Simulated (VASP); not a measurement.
Here is a VASP 6.6.1 calculation.

INCAR

```
  PREC = Accurate
  ENCUT = 520
  EDIFF = 1E-7
  ISMEAR = 1
  SIGMA = 0.05
  LREAL = False
  LASPH = True
  NELM = 60
  ALGO = Normal
  ISIF = 2
  LWAVE = False
  LCHARG = False
  GGA = PS
  NBANDS = 21
```

KPOINTS

```
regular mesh
0
Gamma
  13 13 13
```

File POSCAR:

```
Ge
1.0
    0.0000000000      2.8472510208      2.8472510208
    2.8472510208      0.0000000000      2.8472510208
    2.8472510208      2.8472510208      0.0000000000
Ge
2
Direct
    1.0000000000      1.0000000000      1.0000000000
    0.2500000000      0.2500000000      0.2500000000
```

Potentials or basis: VASP PAW PBE potentials, release 64 (Ge_d).

Run with:

```bash
$ cat potpaw_PBE.64/Ge_d/POTCAR > POTCAR
$ mpirun -np 1 vasp_std > vasp.out
```

(1) Estimate the band gap on the k mesh.

(2) Estimate the pressure.

Answers

(1) zero (filled and empty bands touch).

(2) -0.8 GPa.

Caveat: semilocal functionals underestimate gaps, so a narrow gap can read as zero; the PAW data sets were made with another functional, which shifts forces and pressure a little.
